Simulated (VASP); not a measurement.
Here is a VASP 6.6.1 calculation.

Contents of INCAR:

```
PREC = Accurate
ENCUT = 520
EDIFF = 1E-7
ISMEAR = 0
SIGMA = 0.1
LREAL = F
LASPH = T
NELM = 60
ALGO = Normal
ISIF = 2
LWAVE = F
LCHARG = F
GGA = PE
NBANDS = 16
```

Contents of KPOINTS:

```
regular mesh
0
Gamma
  4 4 4
```

Contents of POSCAR:

```
CaH5
1.0
    3.1616666200     -2.9964176400      0.0000000000
    3.1616666200      2.9964176400      0.0000000000
   -1.0617163200      0.0000000000      4.1059936100
Ca H
1 5
Direct
    0.7322519600      0.2677480400      0.0000000000
    0.8066590100      0.9719172300      0.3522859400
    0.0280827700      0.1933409900      0.6477140600
    0.1978355400      0.9061170600      0.3456491300
    0.0938829400      0.8021644600      0.6543508700
    0.0539774100      0.9460225900      0.0000000000
```

Potentials or basis: VASP PAW PBE potentials, release 64 (Ca_sv, H).

Launch:

```bash
$ cat potpaw_PBE.64/Ca_sv/POTCAR potpaw_PBE.64/H/POTCAR > POTCAR
$ mpirun -np 1 vasp_std > vasp.out
```

Task: Estimate the pressure.

Result: -5.2 GPa.

Task: What does it give for the largest force?

Result: 2.444 eV/Å.

Forces on the atoms (eV/Å):
```
Ca   0.000  1.664  0.000
H   -0.629  0.588  0.334
H    0.629  0.588 -0.334
H   -0.454 -0.198 -0.145
H    0.454 -0.198  0.145
H    0.000 -2.444  0.000
```

Caveat: the k points lie up to 0.38 Å⁻¹ apart, too coarse for converged energies and pressures of a metal; an odd number of electrons without spin polarisation forces a metal; a magnetic or distorted state may lie lower.
